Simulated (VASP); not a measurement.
**BaTiO3: single point with r2SCAN**

BaTiO3:

```
Ba Ti O
1.0
     3.99404    0.00000    0.00000
     0.00000    3.99404    0.01997
     0.00000    0.01997    3.99404
Ba Ti O
1 1 3
Direct
  0.50000 0.50000 0.50000
  0.00000 0.00000 0.00000
  0.50000 0.00000 0.00000
  0.00000 0.50000 0.00000
  0.00000 0.00000 0.50000
```

This cell differs from its parent crystal: strain +0.0100 x Voigt [0, 0, 0, 1, 0, 0].

```yaml
Program: VASP 6.6.1
Task: single point
Functional: r2SCAN
Potentials_or_basis: VASP PAW PBE potentials, release 64 (Ba_sv, Ti_sv, O)
Cutoff: 520 eV
k_mesh: 8 × 8 × 8
Occupations: gaussian, width 0.05 eV
Spin: no spin polarisation
Dipole_correction: no
Further_INCAR_settings: ALGO = Normal; EDIFF = 1e-07; NBANDS = 28
```

```
Pressure               : 2.0 GPa
Band gap on the k mesh : 2.12 eV (least direct gap 2.25 eV)
```

Stress tensor (GPa, compression positive):
```
 2.02  0.00  0.00
 0.00  2.03 -1.37
 0.00 -1.37  2.03
```

Levels at points of the mesh, in eV from the valence-band top:
```
           k point  band 17  band 18  band 19  band 20  band 21  band 22  band 23  band 24
(0.00, 0.00, 0.00)    -1.12    -0.19    -0.16    -0.13     2.12     2.14     2.16     4.21
(0.50, 0.00, 0.00)    -1.87    -1.82    -0.80    -0.71     2.30     3.87     3.88     4.21
(0.00, 0.50, 0.00)    -1.84    -1.84    -0.76    -0.76     2.30     3.88     3.88     4.21
(0.50, 0.50, 0.00)    -1.79    -0.89    -0.89    -0.10     3.88     3.88     4.33     5.13
(0.00, 0.50, 0.50)    -1.79    -0.91    -0.87    -0.10     3.87     3.90     4.33     5.13
(0.50, 0.50, 0.50)    -2.40    -0.02    -0.01     0.00     4.57     4.58     4.59     7.40
```

It took 6 min on 1 thread of Intel(R) Xeon(R) 6975P-C (Granite Rapids) (shared host), peak memory 0.31 GiB.

Caveat: the cell differs from its parent crystal (strain +0.0100 x Voigt [0, 0, 0, 1, 0, 0]); the PAW data sets were made with another functional, which shifts forces and pressure a little; spin-orbit coupling is left out, which moves the levels of the heavy elements. A k mesh can miss the band edges.
